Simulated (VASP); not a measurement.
Input of a VASP 6.6.1 run:

The input INCAR:

```
ALGO = Normal
EDIFF = 1E-6
ENCUT = 520
GGA = PE
ISIF = 2
ISMEAR = 0
LASPH = True
LCHARG = False
LREAL = False
LWAVE = False
NBANDS = 30
NELM = 80
PREC = Accurate
SIGMA = 0.2
```

KPOINTS

```
k-points
0
Gamma
  3 3 3
```

File POSCAR:

```
SiP7
1.0
    3.4630930696      1.9994177160      3.1271007868
   -3.4630930696      1.9994177160      3.1271007868
    0.0000000000     -3.9988354319      3.1271007868
Si P
1 7
Direct
    0.0188477187      0.0188477187      0.0188477187
    0.5062431584      0.0075791670      0.5062431584
    0.5494875357      0.5494875357      0.5494875357
    0.0075791670      0.5062431584      0.5062431584
    0.5062431584      0.5062431584      0.0075791670
    0.0550252426      0.5485487765      0.0550252426
    0.5485487765      0.0550252426      0.0550252426
    0.0550252426      0.0550252426      0.5485487765
```

Potentials or basis: VASP PAW PBE potentials, release 64 (Si, P).

Launch:

```console
$ cat potpaw_PBE.64/Si/POTCAR potpaw_PBE.64/P/POTCAR > POTCAR
$ mpirun -np 1 vasp_std > vasp.out
```

(1) Predict the pressure.

(2) What does it give for the largest force?

Answers

(1) -0.1 GPa.

(2) 0.061 eV/Å.

Caveat: the k points lie up to 0.41 Å⁻¹ apart.
